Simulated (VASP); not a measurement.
# V2O3 (R-3c) in VASP: single point with r2SCAN

Aim: the single point of V2O3 with r2SCAN.

Program: VASP 6.6.1. These are calculated values, not measurements. Logs are shortened: lines on timing, memory, paths and dates and some standing lists are left out, and cuts for length are marked.

## Step 1: The cell of the first run

It takes space group R-3c (No. 167, trigonal). The conventional cell has a = 4.977 Å, b = 4.977 Å, c = 13.985 Å, α = 90.00°, β = 90.00°, γ = 120.00°. V (site symmetry 3) has 6 O at 1.97 to 2.07 Å within 2.6 Å. O (site symmetry 2) has 4 V at 1.97 to 2.07 Å and 12 O at 2.69 to 2.97 Å within 3.0 Å.

## Step 2: Single point, r2SCAN, collinear spin, ferromagnetic start

The input, POSCAR:

```
V2O3
1.0
    2.4885028709      1.4367378024      4.6616395091
   -2.4885028709      1.4367378024      4.6616395091
    0.0000000000     -2.8734756047      4.6616395091
V O
4 6
Direct
    0.3476320650      0.3476320650      0.3476320650
    0.1523679350      0.1523679350      0.1523679350
    0.6523679350      0.6523679350      0.6523679350
    0.8476320650      0.8476320650      0.8476320650
    0.9385135176      0.2500000000      0.5614864824
    0.5614864824      0.9385135176      0.2500000000
    0.2500000000      0.5614864824      0.9385135176
    0.0614864824      0.7500000000      0.4385135176
    0.4385135176      0.0614864824      0.7500000000
    0.7500000000      0.4385135176      0.0614864824
```

The input, INCAR.step1:

```
SYSTEM = V2O3
ALGO = Normal
EDIFF = 1E-5
ENCUT = 660
GGA = PE
GGA_COMPAT = .FALSE.
ISMEAR = 0
ISPIN = 2
KPAR = 4
LASPH = .TRUE.
LCHARG = .FALSE.
LMAXMIX = 4
LREAL = .FALSE.
LWAVE = .TRUE.
MAGMOM = 1.69 1.69 1.69 1.69 0 0 0 0 0 0
NBANDS = 59
NELM = 200
PREC = Accurate
SIGMA = 0.1
```

The input, INCAR.step2:

```
SYSTEM = V2O3
ALGO = Normal
EDIFF = 1E-6
ENCUT = 660
GGA_COMPAT = .FALSE.
ISIF = 2
ISMEAR = 0
ISPIN = 2
ISTART = 1
KPAR = 4
LASPH = .TRUE.
LCHARG = .TRUE.
LMAXMIX = 4
LMIXTAU = .TRUE.
LORBIT = 11
LREAL = .FALSE.
LVHAR = .TRUE.
LWAVE = .FALSE.
MAGMOM = 1.69 1.69 1.69 1.69 0 0 0 0 0 0
METAGGA = R2SCAN
NBANDS = 59
NELM = 200
PREC = Accurate
SIGMA = 0.1
```

The input, KPOINTS:

```
k-points
0
G
  6 6 6
  0 0 0
```

Potentials or basis: VASP PAW PBE potentials, release 64 (V_sv, O).

On the command line:

```console
> cat potpaw_PBE.64/V_sv/POTCAR potpaw_PBE.64/O/POTCAR > POTCAR
> cp INCAR.step1 INCAR
> mpirun -np 4 vasp_std > vasp.out
> cp INCAR.step2 INCAR
> mpirun -np 4 vasp_std > vasp.out
```

OUTCAR:

```text
SYSTEM = V2O3
   EDIFF = 1E-6
   ENCUT = 660
   ISIF = 2
   ISMEAR = 0
   ISPIN = 2
   ISTART = 1
   LASPH = .TRUE.
   LORBIT = 11
   LREAL = .FALSE.
   METAGGA = R2SCAN
   NELM = 200
   PREC = Accurate

 ion  position               nearest neighbor table
   1  0.348  0.348  0.348-   9 1.97  10 1.97   8 1.97   7 2.07   5 2.07   6 2.07   2 2.73   3 2.90
                             3 2.90   3 2.90
   2  0.152  0.152  0.152-   9 1.97   8 1.97  10 1.97   5 2.07   7 2.07   6 2.07   1 2.73   4 2.90
                             4 2.90   4 2.90
   3  0.652  0.652  0.652-   6 1.97   7 1.97   5 1.97  10 2.07   8 2.07   9 2.07   4 2.73   1 2.90
                             1 2.90   1 2.90
   4  0.848  0.848  0.848-   6 1.97   5 1.97   7 1.97   8 2.07  10 2.07   9 2.07   3 2.73   2 2.90
                             2 2.90   2 2.90
   5  0.939  0.250  0.561-   4 1.97   3 1.97   2 2.07   1 2.07
   6  0.561  0.939  0.250-   3 1.97   4 1.97   1 2.07   2 2.07
   7  0.250  0.561  0.939-   3 1.97   4 1.97   1 2.07   2 2.07
   8  0.061  0.750  0.439-   2 1.97   1 1.97   4 2.07   3 2.07
   9  0.439  0.061  0.750-   1 1.97   2 1.97   3 2.07   4 2.07
  10  0.750  0.439  0.061-   1 1.97   2 1.97   3 2.07   4 2.07

  LATTYP: Found a trigonal (rhomboedric) cell.
 ALAT       =     5.4761067342
 COS(alpha) =     0.5869881816

  Lattice vectors:

 A1 = (   2.4885028709,   1.4367378024,   4.6616395091)
 A2 = (  -2.4885028709,   1.4367378024,   4.6616395091)
 A3 = (   0.0000000000,  -2.8734756047,   4.6616395091)

Analysis of symmetry for initial positions (statically):
=====================================================================
 Subroutine PRICEL returns:
 Original cell was already a primitive cell.

 Routine SETGRP: Setting up the symmetry group for a
 trigonal (rhombohedral) supercell.

 Subroutine GETGRP returns: Found 12 space group operations
 (whereof  6 operations were pure point group operations)
 out of a pool of 12 trial point group operations.

The static configuration has the point symmetry S_6 .
 The point group associated with its full space group is D_3d.

Analysis of symmetry for dynamics (positions and initial velocities):
=====================================================================
 Subroutine PRICEL returns:
 Original cell was already a primitive cell.

 Routine SETGRP: Setting up the symmetry group for a
 trigonal (rhombohedral) supercell.

 Subroutine GETGRP returns: Found 12 space group operations
 (whereof  6 operations were pure point group operations)
 out of a pool of 12 trial point group operations.

The dynamic configuration has the point symmetry S_6 .
 The point group associated with its full space group is D_3d.

Analysis of structural, dynamic, and magnetic symmetry:
=====================================================================
 Subroutine PRICEL returns:
 Original cell was already a primitive cell.

 Routine SETGRP: Setting up the symmetry group for a
 trigonal (rhombohedral) supercell.

 Subroutine GETGRP returns: Found 12 space group operations
 (whereof  6 operations were pure point group operations)
 out of a pool of 12 trial point group operations.

The overall configuration has the point symmetry S_6 .
 The point group associated with its full space group is D_3d.

 Subroutine INISYM returns: Found 12 space group operations
 (whereof  6 operations are pure point group operations),
 and found     1 'primitive' translations

----------------------------------------------------------------------------------------

                                     Primitive cell

  volume of cell :     100.0013

  direct lattice vectors                    reciprocal lattice vectors
     2.488502871  1.436737802  4.661639509     0.200924020  0.116003537  0.071505601
    -2.488502871  1.436737802  4.661639509    -0.200924020  0.116003537  0.071505601
     0.000000000 -2.873475605  4.661639509     0.000000000 -0.232007074  0.071505601

  length of vectors
     5.476106734  5.476106734  5.476106734     0.242776303  0.242776303  0.242776303

  position of ions in fractional coordinates (direct lattice)
     0.347632065  0.347632065  0.347632065
     0.152367935  0.152367935  0.152367935
     0.652367935  0.652367935  0.652367935
     0.847632065  0.847632065  0.847632065
     0.938513518  0.250000000  0.561486482
[... 85 lines left out ...]
   LNONCOLLINEAR =      F non collinear calculations
   LSORBIT =      F    spin-orbit coupling
   LASPH  =      T    aspherical Exc in radial PAW
   ENCUT  =  660.0 eV  48.51 Ry    6.96 a.u.  11.47 11.47 11.47*2*pi/ulx,y,z
   NELM   =    200;   NELMIN=  2; NELMDL=  0     # of ELM steps
   EDIFF  = 0.1E-05   stopping-criterion for ELM
   LREAL  =      F    real-space projection
   EDIFFG = 0.1E-04   stopping-criterion for IOM
   NSW    =      0    number of steps for IOM
   IBRION =     -1    ionic relax: 0-MD 1-quasi-New 2-CG
   NFREE  =      0    steps in history (QN), initial steepest desc. (CG)
   ISIF   =      2    stress and relaxation
   ISYM   =      2    0-nonsym 1-usesym 2-fastsym
   POTIM  = 0.5000    time-step for ionic-motion
   TEBEG  =    0.0;   TEEND  =   0.0 temperature during run
   PSTRESS=    0.0 pullay stress
   NELECT =      88.0000    total number of electrons
   NUPDOWN=      -1.0000    fix difference up-down
   EMIN   =  10.00;   EMAX   =-10.00  energy-range for DOS
   EFERMI =   0.00;   METHOD = LEGACY
   ISMEAR =     0;   SIGMA  =   0.10  broadening in eV -4-tet -1-fermi 0-gaus
   EFERMI_NEDOS =   21; number of points for ismear=-14 and -15
   IALGO  =     38    algorithm
   IMIX   =      4    mixing-type and parameters
     AMIX     =   0.40;   BMIX     =  1.00
     AMIX_MAG =   1.60;   BMIX_MAG =  1.00
  volume/ion in A,a.u.               =      10.00        67.48
  Fermi-wavevector in a.u.,A,eV,Ry     =   1.568799  2.964599 33.485693  2.461129
  Thomas-Fermi vector in A             =   2.670776
   LORBIT       =     11    0 simple, 1 ext, 2 COOP (PROOUT), +10 PAW based schemes
   METAGGA = R2SCAN    functional components
   LHFCALC =     F    Hartree Fock is set to
   AEXX    =    0.0000 exact exchange contribution
   IVDW    =     0    specifies the selected vdW correction
   LEPSILON=     F    determine dielectric tensor
   LRPA    =     F    only Hartree local field effects (RPA)
 spin polarized calculation
 Gauss-broadening in eV      SIGMA  =   0.10
  energy-cutoff  :      660.00
  volume of cell :      100.00
 maximum number of plane-waves:      3895
 NGX is ok and might be reduce to    48
   NGX = 23   NGY = 23   NGZ = 23

 number of electron      87.9999983 magnetization       8.0000145

 Free energy of the ion-electron system (eV)
  ---------------------------------------------------
  ext. energy  EPLUGINS =         0.00000000
  ---------------------------------------------------
  free energy    TOTEN  =      -118.92660799 eV

  energy without entropy =     -118.90071444  energy(sigma->0) =     -118.91366122

 E-fermi :   7.7740     XC(G=0): -12.7526

 val. band max:        7.7499547707   @ k =   0.1667   0.1667   0.1667
 cond. band min:       7.7744666324   @ k =   0.5000   0.3333   0.1667
 fundamental gap:      0.0245118617
 Fermi energy:         7.7740354454

 spin component 1

 k-point     1 :       0.0000    0.0000    0.0000
  band No.  band energies     occupation
      1     -60.6242      1.00000
      2     -60.5907      1.00000
      3     -60.5831      1.00000
      4     -60.5570      1.00000
      5     -33.6321      1.00000
      6     -33.5331      1.00000
[... 1405 lines left out ...]
     55      10.3569      0.00000
     56      10.7133      0.00000

 [... further k-points ...]

 spin component 2

 k-point     1 :       0.0000    0.0000    0.0000
  band No.  band energies     occupation
      1     -58.2293      1.00000
      2     -58.1930      1.00000
      3     -58.1852      1.00000
      4     -58.1576      1.00000
      5     -31.5446      1.00000
      6     -31.4225      1.00000
[... 1405 lines left out ...]
     55      11.7353      0.00000
     56      11.9317      0.00000

 [... further k-points ...]

 [bands above 56 left out]

------------------------ aborting loop because EDIFF is reached ----------------------------------------

  FORCE on cell =-STRESS in cart. coord.  units (eV):
  Direction    XX          YY          ZZ          XY          YZ          ZX
  --------------------------------------------------------------------------------------
  -------------------------------------------------------------------------------------
  Total        0.5230663      0.5230663      0.8591838      0.0000000      0.0000000      0.0000000
  in kB        8.3803423      8.3803423     13.7654701      0.0000000      0.0000000      0.0000000
  external PRESSURE =      10.1753849 kB  Pullay stress =       0.0000000 kB

 VOLUME and BASIS-vectors are now :
 -----------------------------------------------------------------------------
  energy-cutoff  :      660.00
  volume of cell :      100.00
      direct lattice vectors                 reciprocal lattice vectors
     2.488502871  1.436737802  4.661639509     0.200924020  0.116003537  0.071505601
    -2.488502871  1.436737802  4.661639509    -0.200924020  0.116003537  0.071505601
     0.000000000 -2.873475605  4.661639509     0.000000000 -0.232007074  0.071505601

 POSITION                                       TOTAL-FORCE (eV/Angst)
 -----------------------------------------------------------------------------------
      0.00000      0.00000      4.86161         0.000000     -0.000000     -0.018604
      0.00000      0.00000      2.13085         0.000000      0.000000      0.018604
      0.00000      0.00000      9.12331         0.000000      0.000000      0.018604
      0.00000      0.00000     11.85407         0.000000     -0.000000     -0.018604
      1.71337      0.09416      8.15787        -0.004259     -0.007377     -0.000000
     -0.93823      1.43674      8.15787         0.008518     -0.000000     -0.000000
     -0.77514     -1.53090      8.15787        -0.004259      0.007377     -0.000000
     -1.71337     -0.09416      5.82705         0.004259      0.007377     -0.000000
      0.93823     -1.43674      5.82705        -0.008518     -0.000000     -0.000000
      0.77514      1.53090      5.82705         0.004259     -0.007377     -0.000000
 -----------------------------------------------------------------------------------
    total drift:                               -0.000000      0.000000     -0.000000

  FREE ENERGIE OF THE ION-ELECTRON SYSTEM (eV)
  ---------------------------------------------------
  free  energy   TOTEN  =      -118.9266079912 eV

  energy  without entropy=     -118.9007144438  energy(sigma->0) =     -118.91366122

 total charge

# of ion       s       p       d       tot
------------------------------------------
    1        2.220   6.240   2.970  11.430
    2        2.220   6.240   2.970  11.430
    3        2.220   6.240   2.970  11.430
    4        2.220   6.240   2.970  11.430
    5        1.560   3.542   0.000   5.103
    6        1.560   3.542   0.000   5.103
    7        1.560   3.542   0.000   5.103
    8        1.560   3.542   0.000   5.103
    9        1.560   3.542   0.000   5.103
   10        1.560   3.542   0.000   5.103
--------------------------------------------------
tot         18.243  46.214  11.880  76.336

 magnetization (x)

# of ion       s       p       d       tot
------------------------------------------
    1        0.019   0.018   1.866   1.902
    2        0.019   0.018   1.866   1.902
    3        0.019   0.018   1.866   1.902
    4        0.019   0.018   1.866   1.902
    5       -0.001  -0.023   0.000  -0.023
    6       -0.001  -0.023   0.000  -0.023
    7       -0.001  -0.023   0.000  -0.023
    8       -0.001  -0.023   0.000  -0.023
    9       -0.001  -0.023   0.000  -0.023
   10       -0.001  -0.023   0.000  -0.023
--------------------------------------------------
tot          0.072  -0.065   7.464   7.470
```

It took 31 min on 4 MPI ranks of Intel Xeon Platinum 8259CL at 2.50GHz (Skylake/Cascade Lake), shared host; peak memory 0.7 GiB.

What came out:

- Free energy: -118.9266 eV
- Pressure: 1.0 GPa
- Largest force: 0.019 eV/Å
- Band gap on the k mesh: zero (filled and empty bands overlap)
- Net moment: 8.00 μB per cell
- Site moments: V +1.90; O -0.02 μB
- Valence electrons inside the program's atomic spheres: V 11.43; O 5.10

Forces in eV/Å, atoms in the order of the input:
```
V    0.000  0.000 -0.019
V    0.000  0.000  0.019
V    0.000  0.000  0.019
V    0.000  0.000 -0.019
O   -0.004 -0.007  0.000
O    0.009  0.000  0.000
O   -0.004  0.007  0.000
O    0.004  0.007  0.000
O   -0.009  0.000  0.000
O    0.004 -0.007  0.000
```

Stress tensor (GPa, compression positive):
```
0.84 0.00 0.00
0.00 0.84 0.00
0.00 0.00 1.38
```

Caveat: the PAW data sets were made with another functional, which shifts forces and pressure a little; semilocal functionals often make such compounds metallic where correlation or magnetic order opens a gap, which also shifts bond lengths.
